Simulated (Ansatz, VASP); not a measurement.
## Hg: VASP beside Ansatz

Contents of INCAR:

```
SYSTEM = Hg
  PREC = Accurate
  ENCUT = 500
  EDIFF = 1E-7
  ISMEAR = 0
  SIGMA = 0.1
  LREAL = .FALSE.
  LASPH = .TRUE.
  NELM = 120
  ALGO = Normal
  ISIF = 3
  LWAVE = .FALSE.
  LCHARG = .FALSE.
  GGA = PE
  IBRION = 2
  NSW = 90
  EDIFFG = -0.04
  GGA_COMPAT = .FALSE.
  NELMIN = 4
```

Contents of KPOINTS:

```
Automatic mesh
0
G
  6 6 6
  0 0 0
```

Contents of POSCAR:

```
Hg
1.0
    2.1771848781      1.2569982754      4.0373283270
   -2.1771848781      1.2569982754      4.0373283270
    0.0000000000     -2.5139965509      4.0373283270
Hg
2
Direct
    0.2275400000      0.2275400000      0.2275400000
    0.7724600000      0.7724600000      0.7724600000
```

Input for Ansatz:

```yaml
crystal:
  lattice:
    - [2.1771848781, 1.2569982754, 4.037328327]
    - [-2.1771848781, 1.2569982754, 4.037328327]
    - [0.0, -2.5139965509, 4.037328327]
  atoms:
    - { symbol: Hg, position: [0.22754, 0.22754, 0.22754] }
    - { symbol: Hg, position: [0.77246, 0.77246, 0.77246] }
basis:
  ecutwfc: 420
kpoints:
  mp_grid: { grid: [6, 6, 6] }
hamiltonian:
  xc: pbe
scf:
  occupations: { method: gaussian, width: 0.1 }
  lower_state_search: "off"
output:
  forces: true
  stress: true
  eigenvalues: true
relax:
  adjacent_minimum: "off"
  f_tol: 0.04
  max_steps: 70
  cell: { stress_tol: 0.4 }
```

Alike in both runs: task relaxation of cell and atoms; functional PBE; k mesh 6 × 6 × 6; occupations gaussian, width 0.1 eV; no spin polarisation.

|  | VASP | Ansatz |
| --- | --- | --- |
| version | VASP 6.6.1 | Ansatz 0.2.0 |
| potentials or method | VASP PAW PBE potentials, release 64 (Hg_sv_GW), cutoff 500 eV | scalar-relativistic, plane waves, PAW |
| valence electrons in the cell | 40 | 40 |

```csv
,VASP,Ansatz,Ansatz less VASP
"gap on the k mesh at the Fermi level, each at its own relaxed structure (eV)",none,none,-
relaxed volume (Å³/atom),28.83,29.55,+0.718
relaxed cell length with the largest relative difference (Å),4.505,4.359,-0.1459
```

A gap of «none» marks a metal or a gap that the smearing closes.

Spin-orbit coupling is off throughout.
